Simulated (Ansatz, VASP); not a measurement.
**MgO: VASP beside Ansatz**

File POSCAR:

```
MgO
1.0
    0.0000000000      2.2820056627      2.2820056627
    2.3276457760      0.0000000000      2.2820056627
    2.3276457760      2.2820056627      0.0000000000
Mg O
1 1
Direct
    0.0000000000      0.0000000000      0.0000000000
    0.2500000000      0.2500000000      0.2500000000
```

INCAR.step1

```
SYSTEM = MgO
ALGO     = Normal         ! electronic algorithm
EDIFF    = 1E-4           ! SCF threshold, eV
ENCUT    = 520            ! plane-wave cutoff, eV
GGA      = PE             ! functional
ISMEAR   = 0              ! smearing method
LASPH    = .TRUE.         ! aspherical terms in the spheres
LCHARG   = .FALSE.        ! write CHGCAR
LREAL    = .FALSE.        ! projectors in reciprocal space
LWAVE    = .TRUE.         ! write WAVECAR
NBANDS   = 11             ! bands
NELM     = 60             ! most SCF steps
PREC     = Accurate       ! precision mode
SIGMA    = 0.01           ! smearing width, eV
```

File INCAR.step2:

```
SYSTEM = MgO
ALGO     = Normal         ! electronic algorithm
EDIFF    = 1E-6           ! SCF threshold, eV
ENCUT    = 520            ! plane-wave cutoff, eV
ISIF     = 2              ! what is computed and relaxed
ISMEAR   = 0              ! smearing method
ISTART   = 1            
LASPH    = .TRUE.         ! aspherical terms in the spheres
LCHARG   = .FALSE.        ! write CHGCAR
LMIXTAU  = .TRUE.       
LREAL    = .FALSE.        ! projectors in reciprocal space
LWAVE    = .FALSE.        ! write WAVECAR
METAGGA  = R2SCAN         ! meta-GGA
NBANDS   = 11             ! bands
NELM     = 60             ! most SCF steps
PREC     = Accurate       ! precision mode
SIGMA    = 0.01           ! smearing width, eV
```

File KPOINTS:

```
k-points
0
G
  10 10 10
  0 0 0
```

Input for Ansatz:

```yaml
crystal:
  lattice:
    - [0.0, 2.2820056627, 2.2820056627]
    - [2.327645776, 0.0, 2.2820056627]
    - [2.327645776, 2.2820056627, 0.0]
  atoms:
    - { symbol: Mg, position: [0.0, 0.0, 0.0] }
    - { symbol: O, position: [0.25, 0.25, 0.25] }
kpoints:
  mp_grid: { grid: [10, 10, 10] }
  band_path:
    path:
      - [0.0, 0.0, 0.0]
      - [-0.5, -0.5, 0.0]
      - [-0.375, -0.375, 0.25]
      - [-0.375, 0.0, 0.375]
      - [0.0, 0.0, 0.5]
      - [-0.5, -0.25, 0.25]
    npoints: 1
hamiltonian:
  xc: r2scan
scf:
  occupations: { method: fixed }
  n_extra_bands: 4
output:
  forces: true
  stress: true
  eigenvalues: true
```

Change from the starting cell: uniaxial_x strain +2.0%.

Alike in both runs: task single point; functional r2SCAN; k mesh 10 × 10 × 10; no spin polarisation.

|  | VASP | Ansatz |
| --- | --- | --- |
| version | VASP 6.6.1 | Ansatz 0.2.0 |
| potentials or method | VASP PAW PBE potentials, release 64 (Mg, O) | plane waves, PAW |
| plane-wave cutoff (eV) | 520 | 500 |
| occupations | gaussian, width 0.01 eV | fixed |
| valence electrons in the cell | 8 | 16 |

|  | VASP | Ansatz | Ansatz less VASP |
| --- | --- | --- | --- |
| gap on the k mesh at the Fermi level (eV) | 4.19 | 4.20 | +0.014 |
| pressure (GPa) | -3.0 | -2.4 | +0.59 |
| traceless stress, the component that is largest in VASP (GPa) | -0.69 | -0.68 | +0.006 |

VASP's potentials were made for PBE, not for r2SCAN. VASP's potentials hold 8 valence electrons a cell and Ansatz's 16, so a difference there can come from the potentials and not from the codes.
